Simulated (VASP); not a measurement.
Write the native input for VASP 6.6.1 that does the following.

| Quantity | Value |
| --- | --- |
| Task | electric field gradients |
| Functional | PBE |
| Potentials or basis | VASP PAW PBE potentials, release 64 (K_sv, S) |
| Cutoff | 400 eV |
| k mesh | 9 × 9 × 9 |
| Occupations | fermi-dirac, width 0.01 eV |
| Spin | no spin polarisation |
| Dipole correction | no |
| Further INCAR settings | ALGO = Normal; EDIFF = 1e-08; NBANDS = 19 |

The structure of K2S lies in POSCAR:

```
K2S
1.0
    0.0000000000      3.6955000000      3.6955000000
    3.6955000000      0.0000000000      3.6955000000
    3.6955000000      3.6955000000      0.0000000000
K S
2 1
Direct
    0.2500000000      0.2500000000      0.2500000000
    0.7500000000      0.7500000000      0.7500000000
    0.0000000000      0.0000000000      0.0000000000
```

The input as run:

INCAR

```
ALGO     = Normal         # electronic algorithm
EDIFF    = 1E-8           # SCF threshold, eV
ENCUT    = 400            # plane-wave cutoff, eV
GGA      = PE             # functional
GGA_COMPAT= False        
ISIF     = 2              # what is computed and relaxed
ISMEAR   = -1             # smearing method
LASPH    = True           # aspherical terms in the spheres
LCHARG   = False          # write CHGCAR
LEFG     = True         
LREAL    = False          # projectors in reciprocal space
LWAVE    = False          # write WAVECAR
NBANDS   = 19             # bands
NELM     = 120            # most SCF steps
PREC     = Accurate       # precision mode
SIGMA    = 0.01           # smearing width, eV
```

KPOINTS

```
k-points
0
Gamma
  9 9 9
```

Potentials or basis: VASP PAW PBE potentials, release 64 (K_sv, S).

Launch:

```sh
$ cat potpaw_PBE.64/K_sv/POTCAR potpaw_PBE.64/S/POTCAR > POTCAR
$ mpirun -np 1 vasp_std > vasp.out
```

It gave:

```
Pressure                                : 0.6 GPa
Band gap on the k mesh                  : 2.40 eV (least direct gap 2.59 eV)
Largest electric field gradient by atom : zero within the noise of the run
```

Caveat: an odd mesh through Γ misses points on the zone boundary, where band edges can lie.

Wall time 71 s on 1 thread of Intel Xeon 8259CL, on a shared host, peak memory 0.21 GiB.
